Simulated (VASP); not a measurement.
# AlO4 (F-43m) in VASP: a series of runs, part 2 of 2

VASP 6.6.1. Earlier steps stand in the parts before.

## Step 3: Relaxation of cell and atoms, PBE

Contents of INCAR:

```
  PREC = Accurate
  ENCUT = 600
  EDIFF = 1E-6
  ISMEAR = 0
  SIGMA = 0.1
  LREAL = F
  LASPH = T
  NELM = 100
  ALGO = Normal
  ISIF = 3
  LWAVE = F
  LCHARG = F
  GGA = PE
  IBRION = 2
  NSW = 90
  EDIFFG = -0.04
```

Contents of KPOINTS:

```
Automatic mesh
0
Gamma
  4 4 4
```

Contents of POSCAR:

```
AlO4
1.0
    0.0000000000      3.9491525000      3.9491525000
    3.9491525000      0.0000000000      3.9491525000
    3.9491525000      3.9491525000      0.0000000000
Al O
2 8
Direct
    0.5000000000      0.5000000000      0.5000000000
    0.2500000000      0.2500000000      0.2500000000
    0.4174245300      0.0825754700      0.0825754700
    0.0825754700      0.4174245300      0.4174245300
    0.0825754700      0.4174245300      0.0825754700
    0.4174245300      0.0825754700      0.4174245300
    0.0825754700      0.0825754700      0.4174245300
    0.4174245300      0.4174245300      0.0825754700
    0.0000000000      0.0000000000      0.0000000000
    0.7500000000      0.7500000000      0.7500000000
```

Potentials or basis: VASP PAW PBE potentials, release 64 (Al, O).

On the command line:

```
> cat potpaw_PBE.64/Al/POTCAR potpaw_PBE.64/O/POTCAR > POTCAR
> mpirun -np 1 vasp_std > vasp.out
```

OUTCAR:

```text
PREC = Accurate
   ENCUT = 600
   EDIFF = 1E-6
   ISMEAR = 0
   LREAL = F
   LASPH = T
   NELM = 100
   ISIF = 3
   GGA = PE
   IBRION = 2
   NSW = 90
   EDIFFG = -0.04

 ion  position               nearest neighbor table
   1  0.500  0.500  0.500-
   2  0.250  0.250  0.250-   3 1.32   4 1.32   5 1.32   6 1.32   7 1.32   8 1.32
   3  0.417  0.083  0.083-   2 1.32   5 1.87   6 1.87   7 1.87   8 1.87
   4  0.083  0.417  0.417-   2 1.32   5 1.87   6 1.87   7 1.87   8 1.87
   5  0.083  0.417  0.083-   2 1.32   3 1.87   4 1.87   7 1.87   8 1.87
   6  0.417  0.083  0.417-   2 1.32   3 1.87   4 1.87   7 1.87   8 1.87
   7  0.083  0.083  0.417-   2 1.32   3 1.87   4 1.87   5 1.87   6 1.87
   8  0.417  0.417  0.083-   2 1.32   3 1.87   4 1.87   5 1.87   6 1.87
   9  0.000  0.000  0.000-
  10  0.750  0.750  0.750-

 -----------------------------------------------------------------------------
|                                                                             |
|           W    W    AA    RRRRR   N    N  II  N    N   GGGG   !!!           |
|           W    W   A  A   R    R  NN   N  II  NN   N  G    G  !!!           |
|           W    W  A    A  R    R  N N  N  II  N N  N  G       !!!           |
|           W WW W  AAAAAA  RRRRR   N  N N  II  N  N N  G  GGG   !            |
|           WW  WW  A    A  R   R   N   NN  II  N   NN  G    G                |
|           W    W  A    A  R    R  N    N  II  N    N   GGGG   !!!           |
|                                                                             |
|     The distance between some ions is very small. Please check the          |
|     nearest-neighbor list in the OUTCAR file.                               |
|     I HOPE YOU KNOW WHAT YOU ARE DOING!                                     |
|                                                                             |
 -----------------------------------------------------------------------------

  LATTYP: Found a face centered cubic cell.
 ALAT       =     7.8983050000

  Lattice vectors:

 A1 = (   0.0000000000,   3.9491525000,   3.9491525000)
 A2 = (   3.9491525000,   0.0000000000,   3.9491525000)
 A3 = (   3.9491525000,   3.9491525000,   0.0000000000)

Analysis of symmetry for initial positions (statically):
=====================================================================
 Subroutine PRICEL returns:
 Original cell was already a primitive cell.

 Routine SETGRP: Setting up the symmetry group for a
 face centered cubic supercell.

 Subroutine GETGRP returns: Found 24 space group operations
 (whereof 24 operations were pure point group operations)
 out of a pool of 48 trial point group operations.

The static configuration has the point symmetry T_d .

Analysis of symmetry for dynamics (positions and initial velocities):
=====================================================================
 Subroutine PRICEL returns:
 Original cell was already a primitive cell.

 Routine SETGRP: Setting up the symmetry group for a
 face centered cubic supercell.

 Subroutine GETGRP returns: Found 24 space group operations
 (whereof 24 operations were pure point group operations)
 out of a pool of 48 trial point group operations.

The dynamic configuration has the point symmetry T_d .

 Subroutine INISYM returns: Found 24 space group operations
 (whereof 24 operations are pure point group operations),
 and found     1 'primitive' translations

----------------------------------------------------------------------------------------

[... 62 lines left out ...]

 Following reciprocal coordinates:
            Coordinates               Weight
  0.000000  0.000000  0.000000      1.000000
  0.250000  0.000000  0.000000      8.000000
  0.500000  0.000000  0.000000      4.000000
  0.250000  0.250000  0.000000      6.000000
  0.500000  0.250000  0.000000     24.000000
 -0.250000  0.250000  0.000000     12.000000
  0.500000  0.500000  0.000000      3.000000
 -0.250000  0.500000  0.250000      6.000000
   k-points           NKPTS =      8   k-points in BZ     NKDIM =      8   number of bands    NBANDS=     33
   number of dos      NEDOS =    301   number of ions     NIONS =     10
   total plane-waves  NPLWV = 110592
   dimension x,y,z NGX =    48 NGY =   48 NGZ =   48
   dimension x,y,z NGXF=    96 NGYF=   96 NGZF=   96
   ions per type =               2   8
   NGX,Y,Z   is equivalent  to a cutoff of  14.29, 14.29, 14.29 a.u.
   NGXF,Y,Z  is equivalent  to a cutoff of  28.58, 28.58, 28.58 a.u.
 SYSTEM =  unknown system
   PREC   = accura    normal or accurate (medium, high low for compatibility)
   ISTART =      0    job   : 0-new  1-cont  2-samecut
   ICHARG =      2    charge: 1-file 2-atom 10-const
   ISPIN  =      1    spin polarized calculation?
   LNONCOLLINEAR =      F non collinear calculations
   LSORBIT =      F    spin-orbit coupling
   LASPH  =      T    aspherical Exc in radial PAW
   ENCUT  =  600.0 eV  44.10 Ry    6.64 a.u.  11.15 11.15 11.15*2*pi/ulx,y,z
   NELM   =    100;   NELMIN=  2; NELMDL= -5     # of ELM steps
   EDIFF  = 0.1E-05   stopping-criterion for ELM
   LREAL  =      F    real-space projection
   EDIFFG = -.4E-01   stopping-criterion for IOM
   NSW    =     90    number of steps for IOM
   IBRION =      2    ionic relax: 0-MD 1-quasi-New 2-CG
   NFREE  =      1    steps in history (QN), initial steepest desc. (CG)
   ISIF   =      3    stress and relaxation
   ISYM   =      2    0-nonsym 1-usesym 2-fastsym
   POTIM  = 0.5000    time-step for ionic-motion
   TEBEG  =    0.0;   TEEND  =   0.0 temperature during run
   PSTRESS=    0.0 pullay stress
   NELECT =      54.0000    total number of electrons
   NUPDOWN=      -1.0000    fix difference up-down
   EMIN   =  10.00;   EMAX   =-10.00  energy-range for DOS
   EFERMI =   0.00;   METHOD = LEGACY
   ISMEAR =     0;   SIGMA  =   0.10  broadening in eV -4-tet -1-fermi 0-gaus
   EFERMI_NEDOS =   21; number of points for ismear=-14 and -15
   IALGO  =     38    algorithm
   IMIX   =      4    mixing-type and parameters
     AMIX     =   0.40;   BMIX     =  1.00
     AMIX_MAG =   1.60;   BMIX_MAG =  1.00
  volume/ion in A,a.u.               =      12.32        83.13
  Fermi-wavevector in a.u.,A,eV,Ry     =   1.243633  2.350125 21.043078  1.546623
  Thomas-Fermi vector in A             =   2.377935
   LORBIT       =      0    0 simple, 1 ext, 2 COOP (PROOUT), +10 PAW based schemes
   GGA     = PE    functional components
   LHFCALC =     F    Hartree Fock is set to
   AEXX    =    0.0000 exact exchange contribution
   IVDW    =     0    specifies the selected vdW correction
   LEPSILON=     F    determine dielectric tensor
   LRPA    =     F    only Hartree local field effects (RPA)
 conjugate gradient relaxation of ions
 non-spin polarized calculation
 Gauss-broadening in eV      SIGMA  =   0.10
  energy-cutoff  :      600.00
  volume of cell :      123.18
 maximum number of plane-waves:      4140
 NGX is ok and might be reduce to    48
   NGX = 23   NGY = 23   NGZ = 23

--------------------------------------- Ionic step        1  -------------------------------------------

 number of electron      54.0000014 magnetization

 Free energy of the ion-electron system (eV)
  ---------------------------------------------------
  ext. energy  EPLUGINS =         0.00000000
  ---------------------------------------------------
  free energy    TOTEN  =        -3.90701881 eV

  energy without entropy =       -3.83541878  energy(sigma->0) =       -3.87121880

------------------------ aborting loop because EDIFF is reached ----------------------------------------

  FORCE on cell =-STRESS in cart. coord.  units (eV):
  Direction    XX          YY          ZZ          XY          YZ          ZX
  --------------------------------------------------------------------------------------
  -------------------------------------------------------------------------------------
  Total       84.5099718     84.5099718     84.5099718     -0.0000000     -0.0000000      0.0000000
  in kB     1099.2002770   1099.2002770   1099.2002770     -0.0000000     -0.0000000      0.0000000
  external PRESSURE =    1099.2002770 kB  Pullay stress =       0.0000000 kB
[... 706 lines left out ...]
     32       1.3045      0.00000
     33       2.5763      0.00000

[... ionic steps 4 to 18 ...]

--------------------------------------- Ionic step       19  -------------------------------------------

 number of electron      54.0000003 magnetization

------------------------ aborting loop because EDIFF is reached ----------------------------------------
[... 83 lines left out ...]
--------------------------------------- Ionic step       21  -------------------------------------------

 number of electron      54.0000005 magnetization

 Free energy of the ion-electron system (eV)
  ---------------------------------------------------
  ext. energy  EPLUGINS =         0.00000000
  ---------------------------------------------------
  free energy    TOTEN  =       -42.68950055 eV

  energy without entropy =      -42.62918467  energy(sigma->0) =      -42.65934261

 E-fermi :   3.6749     XC(G=0): -11.2009

 val. band max:        3.6051036719   @ k =   0.5000   0.2500   0.0000
 cond. band min:       3.6856833626   @ k =  -0.2500   0.2500   0.0000
 fundamental gap:      0.0805796907
 Fermi energy:         3.6749449051
[... 323 lines left out ...]
  FREE ENERGIE OF THE ION-ELECTRON SYSTEM (eV)
  ---------------------------------------------------
  free  energy   TOTEN  =       -42.6895005466 eV

  energy  without entropy=      -42.6291846661  energy(sigma->0) =      -42.65934261

 reached required accuracy - stopping structural energy minimisation
```

Wall time 14 min (1 thread of Intel Xeon 6975P-C (Granite Rapids), shared host); peak memory 0.34 GiB.

What came out:

- Free energy: -42.6895 eV
- Relaxed volume: 9.34 Å³/atom
- Relaxed cell: a = 5.093 Å, b = 5.093 Å, c = 5.093 Å, α = 60.00°, β = 60.00°, γ = 60.00°
- Space group after relaxing (to 0.1 Å): F-43m (No. 216)
- Energy gained by relaxing: 3878.2 meV/atom
- Ionic steps: 21
- Pressure after relaxing: -0.2 GPa
- Largest force after relaxing: 0.020 eV/Å
- Band gap on the k mesh: zero (bands 27 and 28 overlap by 0.45 eV)

Forces on the atoms (eV/Å):
```
Al   0.000  0.000  0.000
Al   0.000  0.000  0.000
O    0.020  0.000  0.000
O   -0.020  0.000  0.000
O    0.000  0.020  0.000
O    0.000 -0.020  0.000
O    0.000  0.000  0.020
O    0.000  0.000 -0.020
O    0.000  0.000  0.000
O    0.000  0.000  0.000
```

Step by step:
```
step  energy change (eV)  largest force (eV/Å)  pressure (GPa)  volume (Å³)
   1              0.0000               33.9726          109.92       123.18
   2             -7.3397                8.6734           -7.80       343.61
   3            -17.6855                0.6341          -12.12       288.71
   4            -18.9658                0.0272          -12.11       273.97
   5            -21.7106                0.4884          -12.93       229.04
   6            -29.1452                1.1087          -21.84       170.68
   7            -33.6069                0.0929          -18.81       145.64
   8            -34.1245                1.9986           -9.40       134.10
   9            -34.2084                1.1371          -13.36       137.66
  10            -34.2138                1.3087          -12.57       136.87
  11            -35.9880                1.8095          -11.70       120.90
  12            -37.7751                0.6230           28.78        80.54
  13            -38.0876                2.3841           -1.14        98.27
  14            -38.4052                2.0850            6.72        91.31
  15            -38.4111                1.8875           10.46        88.93
  16            -37.6038                3.6407           13.76        86.22
  17            -38.6331                0.1875            9.50        88.02
  18            -38.7814                0.0729           -0.51        93.70
  19            -38.7820                0.0793            0.06        93.33
  20            -38.7819                0.0773           -0.12        93.44
  21            -38.7825                0.0198           -0.16        93.41
```

Final structure:
```xyz
10
Lattice="0.0000 3.6012 3.6012 3.6012 0.0000 3.6012 3.6012 3.6012 0.0000" Properties=species:S:1:pos:R:3 pbc="T T T"
Al    3.6012    3.6012    3.6012
Al    1.8006    1.8006    1.8006
O     7.1768    5.4018    5.4018
O     3.6269    5.4018    5.4018
O     5.4018    7.1768    5.4018
O     5.4018    3.6269    5.4018
O     5.4018    5.4018    7.1768
O     5.4018    5.4018    3.6269
O     0.0000    0.0000    0.0000
O     5.4018    5.4018    5.4018
```

Caveat: the volume moved by over 15 % at a fixed basis, so the end points are rough.
